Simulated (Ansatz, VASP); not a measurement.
# One calculation of TaN, two programs

```xyz
2
Lattice="2.9380 0.0441 0.0441 -1.4308 2.5223 0.0161 0.0432 0.0432 2.8830" Properties=species:S:1:pos:R:3 pbc="T T T"
Ta    0.0471    1.7179    1.4669
N     0.0000    0.0000    0.0000
```

Change from the starting cell: equal xy, yz and zx shear strains of +3 %.

Alike in both runs: task single point; functional PBEsol; k mesh 12 × 12 × 10; occupations fermi-dirac, width 0.02 eV; no spin polarisation.

```csv
,VASP,Ansatz
version,VASP 6.6.1,Ansatz 0.2.0
potentials or method,"VASP PAW PBE potentials, release 64 (Ta_pv, N), cutoff 520 eV","all-electron LAPW, scalar-relativistic"
```

|  | VASP | Ansatz | Ansatz less VASP |
| --- | --- | --- | --- |
| pressure (GPa) | -3.1 | -3.9 | -0.71 |
| traceless stress, the component that is largest in VASP (GPa) | -6.99 | -6.89 | +0.103 |
| rms of the force components (eV/Å) | 0.027 | 0.026 | -0.0009 |

VASP's potentials were made for PBE, not for PBEsol. Atom by atom the forces differ by 0.003 eV/Å (rms over components). Ansatz ran all-electron here, and VASP with PAW potentials.

Neither program's run includes spin-orbit coupling.
